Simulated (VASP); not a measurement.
A run of VASP 6.6.1:

File INCAR:

```
SYSTEM = SnSe
PREC = Accurate ; ENCUT = 520
EDIFF = 1E-6 ; ISMEAR = 0
SIGMA = 0.05 ; LREAL = .False.
LASPH = .True. ; NELM = 80
ALGO = Normal ; ISIF = 2
LWAVE = .False. ; LCHARG = .False.
GGA = PS ; NBANDS = 17
```

The input KPOINTS:

```
Automatic mesh
0
Gamma
  10 10 10
  0 0 0
```

POSCAR

```
SnSe
1.0
    0.0000000000      2.8797945641      3.1677740205
    2.8797945641      0.0000000000      3.1677740205
    2.8797945641      2.8797945641      0.0000000000
Sn Se
1 1
Direct
    0.0000000000      0.0000000000      0.0000000000
    0.5000000000      0.5000000000      0.5000000000
```

Potentials or basis: VASP PAW PBE potentials, release 64 (Sn_d, Se).

Run with:

```sh
$ cat potpaw_PBE.64/Sn_d/POTCAR potpaw_PBE.64/Se/POTCAR > POTCAR
$ mpirun -np 1 vasp_std > vasp.out
```

Hardware: 1 thread of Intel Xeon 8259CL (shared host).

Task: Estimate the wall time of this run.

Result: Wall time 92 s on 1 thread of Intel Xeon 8259CL (shared host), peak memory 0.24 GiB. Counts: scf iterations 12, k points 102.
